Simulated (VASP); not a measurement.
Input of a VASP 6.6.1 run:

Contents of INCAR:

```
SYSTEM = AlN
PREC = Accurate
ENCUT = 520
EDIFF = 1E-6
ISMEAR = 0
SIGMA = 0.05
LREAL = .FALSE.
LASPH = .TRUE.
NELM = 80
ALGO = Normal
ISIF = 2
LWAVE = .FALSE.
LCHARG = .TRUE.
GGA = PE
LELF = .TRUE.
LVHAR = .TRUE.
NBANDS = 26
```

Contents of KPOINTS:

```
Automatic mesh
0
G
  6 6 6
  0 0 0
```

File POSCAR:

```
AlN
1.0
    4.4025164325      0.0000000000      0.0000000000
    0.0000000000     -4.4025164325      0.0000000000
    0.0000000000      0.0000000000     -4.4025164325
Al N
4 4
Direct
   -0.0202373928     -0.0572399908     -0.0202373928
    0.5000000000      0.5000000000      0.0000000000
    0.5000000000      0.0000000000      0.5000000000
    0.0000000000      0.5000000000      0.5000000000
    0.7500000000      0.7500000000      0.7500000000
    0.2500000000      0.2500000000      0.7500000000
    0.2500000000      0.7500000000      0.2500000000
    0.7500000000      0.2500000000      0.2500000000
```

Potentials or basis: VASP PAW PBE potentials, release 64 (Al, N).

Command:

```bash
$ cat potpaw_PBE.64/Al/POTCAR potpaw_PBE.64/N/POTCAR > POTCAR
$ mpirun -np 1 vasp_std > vasp.out
```

Estimate the band gap on the k mesh.

2.40 eV.

Estimate the pressure.

3.0 GPa.

What does it give for the largest force?

7.408 eV/Å.

Forces in eV/Å, atoms in the order of the input:
```
Al   3.469 -5.551 -3.469
Al  -0.421  1.168 -0.270
Al  -0.389 -0.804  0.389
Al   0.270  1.168  0.421
N   -2.612  2.443  2.612
N   -0.383  0.592 -0.117
N   -0.052  0.391  0.052
N    0.117  0.592  0.383
```

Caveat: the cell differs from its parent crystal (atom 1 (Al) moved by -0.126 Å along [1 1 0] and +0.252 Å along [0 0 1]); forces of over 1 eV/Å act on the atoms, so gaps and moduli don't describe the material at rest. A k mesh can miss the band edges.
